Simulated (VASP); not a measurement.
Write the native input for VASP 6.6.1 that does the following.

```
Task                   : single point
Functional             : PBE
Potentials or basis    : VASP PAW PBE potentials, release 64 (Si, Ni)
Cutoff                 : 520 eV
k mesh                 : 6 × 6 × 4
Occupations            : gaussian, width 0.2 eV
Spin                   : no spin polarisation
Dipole correction      : no
Further INCAR settings : ALGO = Normal; EDIFF = 1e-06; NBANDS = 27
```

The structure of Si2Ni lies in POSCAR:

```
Si2Ni
1.0
    3.5451052522      0.0000337219      0.0008232364
    0.0000337854      3.5449237221     -0.0011647422
   -0.0003401122      0.0002328076      6.6191306736
Si Ni
4 2
Direct
    1.0000206824      0.5000281865      0.2499998341
    1.0000018282      0.4999831927      0.7500070089
    0.4999952976      0.0000317479      0.2500121195
    0.4999965995     -0.0000144131      0.7499884796
   -0.0000068118     -0.0000068390     -0.0000097065
   -0.0000075958     -0.0000218750      0.5000022644
```

One way to write it, as run:

INCAR

```
SYSTEM = Si2Ni
ALGO = Normal
EDIFF = 1E-6
ENCUT = 520
GGA = PE
ISIF = 2
ISMEAR = 0
LASPH = .TRUE.
LCHARG = .FALSE.
LREAL = .FALSE.
LWAVE = .FALSE.
NBANDS = 27
NELM = 60
PREC = Accurate
SIGMA = 0.2
```

KPOINTS

```
k-points
0
G
  6 6 4
  0 0 0
```

Potentials or basis: VASP PAW PBE potentials, release 64 (Si, Ni).

Run with:

```console
$ cat potpaw_PBE.64/Si/POTCAR potpaw_PBE.64/Ni/POTCAR > POTCAR
$ mpirun -np 1 vasp_std > vasp.out
```

Results of the run:

The pressure is 0.2 GPa and the band gap on the k mesh is zero (band 18 reaches 10.48 eV, above the bottom of band 19 at 8.64 eV).

It took 71 s on 1 thread of Intel(R) Xeon(R) 6975P-C (Granite Rapids) (shared host), peak memory 0.28 GiB.
